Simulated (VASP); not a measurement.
Write the native input for VASP 6.6.1 that does the following.

```
Task                   : relaxation of cell and atoms
Functional             : BLYP
Dispersion             : D3(BJ)
Potentials or basis    : VASP PAW PBE potentials, release 64 (Ni)
Cutoff                 : 600 eV
k mesh                 : 13 × 13 × 13
Occupations            : fermi-dirac, width 0.05 eV
Spin                   : collinear spin, ferromagnetic start
Starting moments       : [1.0] μB
Dipole correction      : no
Further INCAR settings : ALGO = Normal; EDIFF = 1e-07; IBRION = 2; EDIFFG = -0.01; NSW = 60; ISIF = 3
```

The structure of Ni lies in POSCAR:

```
Ni
1.0
   -1.3837154700      1.3837154700      1.3837154700
    1.3837154700     -1.3837154700      1.3837154700
    1.3837154700      1.3837154700     -1.3837154700
Ni
1
Direct
    0.0000000000      0.0000000000      0.0000000000
```

One way to write it, as run:

INCAR

```
SYSTEM = Ni
AGGAC = 1.0
AGGAX = 1.0
ALDAC = 0.0
ALDAX = 1.0
ALGO = Normal
EDIFF = 1E-7
EDIFFG = -0.01
ENCUT = 600
GGA = B5
IBRION = 2
ISIF = 3
ISMEAR = -1
ISPIN = 2
IVDW = 12
LASPH = .TRUE.
LCHARG = .FALSE.
LMAXMIX = 4
LORBIT = 11
LREAL = .FALSE.
LWAVE = .FALSE.
MAGMOM = 1
NELM = 150
NSW = 60
PREC = Accurate
SIGMA = 0.05
VDW_A1 = 0.4298
VDW_A2 = 4.2359
VDW_S6 = 1.0
VDW_S8 = 2.6996
```

KPOINTS

```
k-points
0
G
  13 13 13
  0 0 0
```

Potentials or basis: VASP PAW PBE potentials, release 64 (Ni).

Run with:

```console
$ cat potpaw_PBE.64/Ni/POTCAR > POTCAR
$ mpirun -np 1 vasp_std > vasp.out
```

It gave:

The relaxed volume is 10.63 Å³/atom and the relaxed cell is a = 2.399 Å, b = 2.399 Å, c = 2.399 Å, α = 109.47°, β = 109.47°, γ = 109.47°. The space group after relaxing (to 0.05 Å) is Im-3m (No. 229). The energy gained by relaxing is 0.1 meV/atom, the ionic steps are 3 and the pressure after relaxing is 0.0 GPa. The net moment is 0.53 μB per cell, the site moments are Ni +0.54 μB and the valence electrons inside the program's atomic spheres are Ni 9.40. The dispersion energy per atom is -1.076 eV.

Caveat: the PAW data sets were made with another functional, which shifts forces and pressure a little; pairwise dispersion overbinds metals, which lowers pressure and volume.

Run time: 57 s on 1 thread of Intel(R) Xeon(R) Platinum 8488C (Sapphire Rapids), on a shared host, peak memory 0.16 GiB.
